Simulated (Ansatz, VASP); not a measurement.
# BaTiO3: VASP beside Ansatz

POSCAR

```
BaTiO3
1.0
    4.0076816357      0.0000000000      0.0000000000
    0.0000000000      4.0076816357      0.0000000000
    0.0000000000      0.0000000000      4.0076816357
Ba Ti O
1 1 3
Direct
    0.5000000000      0.5000000000      0.5000000000
    0.0000000000      0.0000000000      0.0000000000
    0.5000000000      0.0000000000      0.0000000000
    0.0000000000      0.5000000000      0.0000000000
    0.0000000000      0.0000000000      0.5000000000
```

The input INCAR.step1:

```
PREC = Accurate ; ENCUT = 600
ISMEAR = 0 ; SIGMA = 0.02
LREAL = False ; LASPH = True
NELM = 150 ; LMAXMIX = 4
LDAU = True ; LDAUTYPE = 2
LDAUL = -1 2 -1 ; LDAUU = 0 4 0
LDAUJ = 0 0 0 ; GGA = PE
ALGO = Normal ; EDIFF = 1E-4
LWAVE = True ; LCHARG = False
```

The input INCAR.step2:

```
PREC = Accurate ; ENCUT = 600
EDIFF = 1E-7 ; ISMEAR = 0
SIGMA = 0.02 ; LREAL = False
LASPH = True ; NELM = 150
ALGO = Normal ; ISIF = 3
LWAVE = False ; LCHARG = False
LMAXMIX = 4 ; LDAU = True
LDAUTYPE = 2 ; LDAUL = -1 2 -1
LDAUU = 0 4 0 ; LDAUJ = 0 0 0
LDAUPRINT = 1 ; METAGGA = R2SCAN
LMIXTAU = True ; IBRION = 2
NSW = 100 ; EDIFFG = -0.005
ISTART = 1
```

KPOINTS

```
Automatic mesh
0
Gamma
  6 6 6
```

Input for Ansatz:

```yaml
crystal:
  lattice:
    - [4.0076816357, 0.0, 0.0]
    - [0.0, 4.0076816357, 0.0]
    - [0.0, 0.0, 4.0076816357]
  atoms:
    - { symbol: Ba, position: [0.5, 0.5, 0.5] }
    - { symbol: Ti, position: [0.0, 0.0, 0.0] }
    - { symbol: O, position: [0.5, 0.0, 0.0] }
    - { symbol: O, position: [0.0, 0.5, 0.0] }
    - { symbol: O, position: [0.0, 0.0, 0.5] }
basis:
  ecutwfc: 500
kpoints:
  mp_grid: { grid: [6, 6, 6] }
hamiltonian:
  xc: r2scan
  hubbard: { sites: [{ species: Ti, l: d, u_eff: 4.0 }] }
scf:
  occupations: { method: gaussian, width: 0.02 }
output:
  forces: true
  stress: true
  eigenvalues: true
relax:
  adjacent_minimum: "off"
  f_tol: 0.005
  max_steps: 80
  cell: { stress_tol: 0.05 }
```

Alike in both runs: task relaxation of cell and atoms; functional r2SCAN; k mesh 6 × 6 × 6; occupations gaussian, width 0.02 eV; no spin polarisation; Hubbard terms Ti d U = 4.0 eV.

|  | VASP | Ansatz |
| --- | --- | --- |
| version | VASP 6.6.1 | Ansatz 0.2.0 |
| potentials or method | VASP PAW PBE potentials, release 64 (Ba_sv, Ti_sv, O), cutoff 600 eV | scalar-relativistic, plane waves, PAW |
| valence electrons in the cell | 40 | 40 |

```csv
,VASP,Ansatz,Ansatz less VASP
"gap on the k mesh at the Fermi level, each at its own relaxed structure (eV)",2.61,2.66,+0.054
relaxed volume (Å³/atom),13.10,12.84,-0.260
relaxed cell length with the largest relative difference (Å),4.031,4.004,-0.0268
```

VASP's potentials were made for PBE, not for r2SCAN. The programs project onto different local orbitals, so the same U acts differently, and such runs can settle in different states.

Neither program's run includes spin-orbit coupling.
